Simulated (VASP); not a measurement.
# Si (P6_3/mmc) in VASP: single point with PBE+D3(BJ)

Aim: the single point of Si with PBE+D3(BJ).

Program: VASP 6.6.1. These are calculated values, not measurements. Logs are shortened: lines on timing, memory, paths and dates and some standing lists are left out, and cuts for length are marked.

## (1) The cell of the first run

It takes space group P6_3/mmc (No. 194, hexagonal). The conventional cell has a = 3.831 Å, b = 3.831 Å, c = 6.333 Å, α = 90.00°, β = 90.00°, γ = 120.00°. Si (site symmetry 3m) has 4 Si at 2.35 to 2.37 Å within 3.1 Å.

This isn't the form of Si at room conditions, which is diamond.

## (2) Single point, PBE+D3(BJ)

Input file INCAR:

```
PREC = Accurate
ENCUT = 500
EDIFF = 1E-6
ISMEAR = 0
SIGMA = 0.1
LREAL = False
LASPH = True
NELM = 120
ALGO = Normal
ISIF = 2
LWAVE = False
LCHARG = False
GGA = PE
IVDW = 12
NBANDS = 16
GGA_COMPAT = False
```

Input file KPOINTS:

```
regular mesh
0
Gamma
  6 6 4
```

Input file POSCAR:

```
Si
1.0
    3.8313174605      0.0000000000      0.0000000000
   -1.9156587303      3.3180182508      0.0000000000
    0.0000000000      0.0000000000      6.3326220002
Si
4
Direct
    0.3333333300      0.6666666700      0.0630095000
    0.6666666700      0.3333333300      0.5630095000
    0.3333333300      0.6666666700      0.4369905000
    0.6666666700      0.3333333300      0.9369905000
```

Potentials or basis: VASP PAW PBE potentials, release 64 (Si).

Command:

```sh
$ cat potpaw_PBE.64/Si/POTCAR > POTCAR
$ mpirun -np 1 vasp_std > vasp.out
```

OUTCAR:

```text
PREC = Accurate
   ENCUT = 500
   EDIFF = 1E-6
   ISMEAR = 0
   LREAL = False
   LASPH = True
   NELM = 120
   ISIF = 2
   GGA = PE
   IVDW = 12
 IVDW          = 12

 ion  position               nearest neighbor table
   1  0.333  0.667  0.063-   4 2.35   4 2.35   4 2.35   3 2.37
   2  0.667  0.333  0.563-   3 2.35   3 2.35   3 2.35   4 2.37
   3  0.333  0.667  0.437-   2 2.35   2 2.35   2 2.35   1 2.37
   4  0.667  0.333  0.937-   1 2.35   1 2.35   1 2.35   2 2.37

  LATTYP: Found a hexagonal cell.
 ALAT       =     3.8313174605
 C/A-ratio  =     1.6528575524

  Lattice vectors:

 A1 = (   3.8313174605,   0.0000000000,   0.0000000000)
 A2 = (  -1.9156587303,   3.3180182508,   0.0000000000)
 A3 = (   0.0000000000,   0.0000000000,   6.3326220002)

Analysis of symmetry for initial positions (statically):
=====================================================================
 Subroutine PRICEL returns:
 Original cell was already a primitive cell.

 Routine SETGRP: Setting up the symmetry group for a
 hexagonal supercell.

 Subroutine GETGRP returns: Found 24 space group operations
 (whereof 12 operations were pure point group operations)
 out of a pool of 24 trial point group operations.

The static configuration has the point symmetry D_3d.
 The point group associated with its full space group is D_6h.

Analysis of symmetry for dynamics (positions and initial velocities):
=====================================================================
 Subroutine PRICEL returns:
 Original cell was already a primitive cell.

 Routine SETGRP: Setting up the symmetry group for a
 hexagonal supercell.

 Subroutine GETGRP returns: Found 24 space group operations
 (whereof 12 operations were pure point group operations)
 out of a pool of 24 trial point group operations.

The dynamic configuration has the point symmetry D_3d.
 The point group associated with its full space group is D_6h.

 Subroutine INISYM returns: Found 24 space group operations
 (whereof 12 operations are pure point group operations),
 and found     1 'primitive' translations

----------------------------------------------------------------------------------------

                                     Primitive cell

  volume of cell :      80.5027

  direct lattice vectors                    reciprocal lattice vectors
     3.831317461  0.000000000  0.000000000     0.261006823  0.150692360  0.000000000
    -1.915658730  3.318018251  0.000000000     0.000000000  0.301384720  0.000000000
     0.000000000  0.000000000  6.332622000     0.000000000  0.000000000  0.157912473

  length of vectors
     3.831317461  3.831317461  6.332622000     0.301384720  0.301384720  0.157912473

  position of ions in fractional coordinates (direct lattice)
     0.333333330  0.666666670  0.063009500
     0.666666670  0.333333330  0.563009500
     0.333333330  0.666666670  0.436990500
     0.666666670  0.333333330  0.936990500

  ion indices of the primitive-cell ions
   primitive index   ion index
                 1           1
                 2           2
                 3           3
                 4           4

----------------------------------------------------------------------------------------

 KPOINTS: regular mesh

Automatic generation of k-mesh.
 Grid dimensions read from file:
 generate k-points for:    6    6    4

 Generating k-lattice:

  Cartesian coordinates                     Fractional coordinates (reciprocal lattice)
     0.043501137  0.025115393  0.000000000     0.166666667  0.000000000  0.000000000
     0.000000000  0.050230787  0.000000000     0.000000000  0.166666667  0.000000000
     0.000000000  0.000000000  0.039478118     0.000000000  0.000000000  0.250000000

  Length of vectors
     0.050230787  0.050230787  0.039478118

  Shift w.r.t. Gamma in fractional coordinates (k-lattice)
     0.000000000  0.000000000  0.000000000

 Subroutine IBZKPT returns following result:
 ===========================================

 Found     21 irreducible k-points:

 Following reciprocal coordinates:
            Coordinates               Weight
  0.000000  0.000000  0.000000      1.000000
  0.166667 -0.000000  0.000000      6.000000
  0.333333 -0.000000  0.000000      6.000000
  0.500000 -0.000000  0.000000      3.000000
  0.166667  0.166667  0.000000      6.000000
  0.333333  0.166667  0.000000     12.000000
[... 13 lines left out ...]
  0.333333  0.166667  0.500000     12.000000
  0.333333  0.333333  0.500000      2.000000
   k-points           NKPTS =     21   k-points in BZ     NKDIM =     21   number of bands    NBANDS=     16
   number of dos      NEDOS =    301   number of ions     NIONS =      4
   total plane-waves  NPLWV =  37632
   dimension x,y,z NGX =    28 NGY =   28 NGZ =   48
   dimension x,y,z NGXF=    56 NGYF=   56 NGZF=   96
   ions per type =               4
   NGX,Y,Z   is equivalent  to a cutoff of  12.15, 12.15, 12.60 a.u.
   NGXF,Y,Z  is equivalent  to a cutoff of  24.30, 24.30, 25.20 a.u.
 SYSTEM =  unknown system
   PREC   = accura    normal or accurate (medium, high low for compatibility)
   ISTART =      0    job   : 0-new  1-cont  2-samecut
   ICHARG =      2    charge: 1-file 2-atom 10-const
   ISPIN  =      1    spin polarized calculation?
   LNONCOLLINEAR =      F non collinear calculations
   LSORBIT =      F    spin-orbit coupling
   LASPH  =      T    aspherical Exc in radial PAW
   ENCUT  =  500.0 eV  36.75 Ry    6.06 a.u.   6.99  6.99 11.55*2*pi/ulx,y,z
   NELM   =    120;   NELMIN=  2; NELMDL= -5     # of ELM steps
   EDIFF  = 0.1E-05   stopping-criterion for ELM
   LREAL  =      F    real-space projection
[... 7 lines left out ...]
   TEBEG  =    0.0;   TEEND  =   0.0 temperature during run
   PSTRESS=    0.0 pullay stress
   NELECT =      16.0000    total number of electrons
   NUPDOWN=      -1.0000    fix difference up-down
   EMIN   =  10.00;   EMAX   =-10.00  energy-range for DOS
   EFERMI =   0.00;   METHOD = LEGACY
   ISMEAR =     0;   SIGMA  =   0.10  broadening in eV -4-tet -1-fermi 0-gaus
   EFERMI_NEDOS =   21; number of points for ismear=-14 and -15
   IALGO  =     38    algorithm
   IMIX   =      4    mixing-type and parameters
     AMIX     =   0.40;   BMIX     =  1.00
     AMIX_MAG =   1.60;   BMIX_MAG =  1.00
  volume/ion in A,a.u.               =      20.13       135.81
  Fermi-wavevector in a.u.,A,eV,Ry     =   0.955384  1.805414 12.418837  0.912759
  Thomas-Fermi vector in A             =   2.084217
   LORBIT       =      0    0 simple, 1 ext, 2 COOP (PROOUT), +10 PAW based schemes
   GGA     = PE    functional components
   LHFCALC =     F    Hartree Fock is set to
   AEXX    =    0.0000 exact exchange contribution
   IVDW    =    12    specifies the selected vdW correction
   LEPSILON=     F    determine dielectric tensor
   LRPA    =     F    only Hartree local field effects (RPA)
 non-spin polarized calculation
 Gauss-broadening in eV      SIGMA  =   0.10
  energy-cutoff  :      500.00
  volume of cell :       80.50
 maximum number of plane-waves:      2055
 NGX is ok and might be reduce to    28
   NGX = 13   NGY = 13   NGZ = 23

 number of electron      15.9999999 magnetization

 Free energy of the ion-electron system (eV)
  ---------------------------------------------------
  ext. energy  EPLUGINS =         0.00000000
  ---------------------------------------------------
  free energy    TOTEN  =       -21.62443260 eV

  energy without entropy =      -21.62440765  energy(sigma->0) =      -21.62442012

 E-fermi :   6.2368     XC(G=0):  -9.3814

 val. band max:        6.0328419675   @ k =   0.0000   0.0000   0.0000
 cond. band min:       6.4495514099   @ k =   0.5000  -0.0000   0.0000
 fundamental gap:      0.4167094424
 Fermi energy:         6.2367631328

 k-point     1 :       0.0000    0.0000    0.0000
  band No.  band energies     occupation
      1      -6.1592      2.00000
      2      -3.8751      2.00000
      3      -1.1816      2.00000
      4       4.5151      2.00000
      5       4.5151      2.00000
      6       5.6799      2.00000
[... 8 lines left out ...]
     15      10.2015      0.00000
     16      11.9552      0.00000

 k-point     2 :       0.1667   -0.0000    0.0000
  band No.  band energies     occupation
      1      -5.8378      2.00000
      2      -3.5464      2.00000
      3      -1.0362      2.00000
      4       2.6434      2.00000
      5       3.9694      2.00000
      6       4.1843      2.00000
[... 8 lines left out ...]
     15      11.3322      0.00000
     16      11.7366      0.00000

 k-point     3 :       0.3333   -0.0000    0.0000
  band No.  band energies     occupation
      1      -4.9208      2.00000
      2      -2.6001      2.00000
      3      -1.3193      2.00000
      4       1.1338      2.00000
      5       1.6397      2.00000
      6       3.2528      2.00000
[... 8 lines left out ...]
     15      13.0217      0.00000
     16      13.1347      0.00000

 k-point     4 :       0.5000   -0.0000    0.0000
  band No.  band energies     occupation
      1      -3.9758      2.00000
      2      -2.4023      2.00000
      3      -1.5925      2.00000
      4       0.0607      2.00000
      5       1.3730      2.00000
      6       2.9807      2.00000
[... 8 lines left out ...]
     15      12.4969      0.00000
     16      14.1813      0.00000
[... 267 lines left out ...]
 k-point    19 :       0.1667    0.1667    0.5000
  band No.  band energies     occupation
      1      -4.4371      2.00000
      2      -4.4371      2.00000
      3       0.8092      2.00000
      4       0.8092      2.00000
      5       3.2440      2.00000
      6       3.2440      2.00000
[... 8 lines left out ...]
     15      11.6089      0.00000
     16      11.6089      0.00000

 k-point    20 :       0.3333    0.1667    0.5000
  band No.  band energies     occupation
      1      -3.3828      2.00000
      2      -3.3828      2.00000
      3      -0.8166      2.00000
      4      -0.8166      2.00000
      5       2.4396      2.00000
      6       2.4396      2.00000
[... 8 lines left out ...]
     15      12.7941      0.00000
     16      12.7941      0.00000

 k-point    21 :       0.3333    0.3333    0.5000
  band No.  band energies     occupation
      1      -2.7187      2.00000
      2      -2.7187      2.00000
      3      -1.3815      2.00000
      4      -1.3815      2.00000
      5       1.5576      2.00000
      6       1.5576      2.00000
[... 8 lines left out ...]
     15      12.3208      0.00000
     16      12.3208      0.00000

------------------------ aborting loop because EDIFF is reached ----------------------------------------

 Edisp (eV)   -1.24763

 E8    (eV) :    -0.5167

  FORCE on cell =-STRESS in cart. coord.  units (eV):
  Direction    XX          YY          ZZ          XY          YZ          ZX
  --------------------------------------------------------------------------------------
  -------------------------------------------------------------------------------------
  Total      -0.48748    -0.48748    -0.56132     0.00000     0.00000     0.00000
  in kB      -9.70187    -9.70187   -11.17152     0.00000     0.00000     0.00000
  external pressure =      -10.19 kB  Pullay stress =        0.00 kB

 VOLUME and BASIS-vectors are now :
 -----------------------------------------------------------------------------
  energy-cutoff  :      500.00
  volume of cell :       80.50
      direct lattice vectors                 reciprocal lattice vectors
     3.831317461  0.000000000  0.000000000     0.261006823  0.150692360  0.000000000
    -1.915658730  3.318018251  0.000000000     0.000000000  0.301384720  0.000000000
     0.000000000  0.000000000  6.332622000     0.000000000  0.000000000  0.157912473

 POSITION                                       TOTAL-FORCE (eV/Angst)
 -----------------------------------------------------------------------------------
     -0.00000      2.21201      0.39902         0.000000     -0.000000     -0.011631
      1.91566      1.10601      3.56533        -0.000000      0.000000     -0.011631
     -0.00000      2.21201      2.76730         0.000000     -0.000000      0.011631
      1.91566      1.10601      5.93361        -0.000000      0.000000      0.011631
 -----------------------------------------------------------------------------------
    total drift:                                0.000001     -0.000000      0.000000

  FREE ENERGIE OF THE ION-ELECTRON SYSTEM (eV)
  ---------------------------------------------------
  free  energy   TOTEN  =       -22.8720639709 eV

  energy  without entropy=      -22.8720390228  energy(sigma->0) =      -22.87205150
```

It took 15 s on 1 thread of Intel Xeon Platinum 8488C (Sapphire Rapids), shared host; peak memory 0.19 GiB.

Results:

```yaml
Free_energy: -22.8721 eV
Pressure: -1.0 GPa
Largest_force: 0.012 eV/Å
Band_gap_on_the_k_mesh: 0.42 eV (least direct gap 1.03 eV)
Dispersion_energy_per_atom: -0.312 eV
```

Forces on the atoms (eV/Å):
```
Si   0.000  0.000 -0.012
Si   0.000  0.000 -0.012
Si   0.000  0.000  0.012
Si   0.000  0.000  0.012
```
